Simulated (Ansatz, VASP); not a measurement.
# Cr in VASP and in Ansatz

File INCAR:

```
SYSTEM = Cr
ALGO     = Normal         ! electronic algorithm
EDIFF    = 1E-6           ! SCF threshold, eV
ENCUT    = 520            ! plane-wave cutoff, eV
ISIF     = 2              ! what is computed and relaxed
ISMEAR   = -1             ! smearing method
ISPIN    = 2              ! spin polarisation
LASPH    = .True.         ! aspherical terms in the spheres
LCHARG   = .False.        ! write CHGCAR
LMAXMIX  = 4              ! l up to which the mixer works
LORBIT   = 11             ! projections on sites
LREAL    = .False.        ! projectors in reciprocal space
LWAVE    = .False.        ! write WAVECAR
MAGMOM   = 3 3 3 3        ! initial moments
NBANDS   = 36             ! bands
NELM     = 150            ! most SCF steps
PREC     = Accurate       ! precision mode
SIGMA    = 0.03           ! smearing width, eV
```

File KPOINTS:

```
k-points
0
Gamma
  10 10 10
  0 0 0
```

File POSCAR:

```
Cr
1.0
    2.7140000000      0.0000000000      0.0000000000
    0.0000000000      4.7007858918      0.0000000000
    1.3570000000      2.3503929459      4.4100000000
Cr
4
Direct
    0.8750000000      0.2083333334      0.2500000000
    0.3750000000      0.7083333334      0.2500000000
    0.1250000000      0.7916666666      0.7500000000
    0.6250000000      0.2916666666      0.7500000000
```

Input for Ansatz:

```yaml
crystal:
  lattice:
    - [2.714, 0.0, 0.0]
    - [0.0, 4.7007858918, 0.0]
    - [1.357, 2.3503929459, 4.41]
  atoms:
    - { symbol: Cr, position: [0.875, 0.2083333334, 0.25], spin: 3.0 }
    - { symbol: Cr, position: [0.375, 0.7083333334, 0.25], spin: 3.0 }
    - { symbol: Cr, position: [0.125, 0.7916666666, 0.75], spin: 3.0 }
    - { symbol: Cr, position: [0.625, 0.2916666666, 0.75], spin: 3.0 }
magnetization:
  spin_polarized: true
kpoints:
  mp_grid: { grid: [10, 10, 10] }
scf:
  occupations: { method: fermi_dirac, width: 0.03 }
  lower_state_search: "off"
hamiltonian:
  xc: lda
  pseudopotentials: { kind: all_electron, lapw: { basis_error: 0.0005 } }
output:
  forces: true
  stress: true
  eigenvalues: true
  populations: true
```

Alike in both runs: task single point; functional LDA; k mesh 10 × 10 × 10; occupations fermi-dirac, width 0.03 eV; collinear spin.

|  | VASP | Ansatz |
| --- | --- | --- |
| version | VASP 6.6.1 | Ansatz 0.2.0 |
| potentials or method | VASP PAW LDA potentials, release 64 (Cr_pv), cutoff 520 eV | all-electron LAPW, scalar-relativistic |

|  | VASP | Ansatz | Ansatz less VASP |
| --- | --- | --- | --- |
| net moment per atom (μB) | 0.44 | 0.58 | +0.145 |
| size of the moment on the site where the two differ most (μB) | 0.40 | 0.56 | +0.156 |

The net moments are unlike, so the other rows may belong to different states. LDA's correlation is that of Perdew and Zunger in VASP and of Perdew and Wang (1992) in Ansatz. Site moments also hang on the region over which each program counts them. Ansatz ran all-electron here, and VASP with PAW potentials.
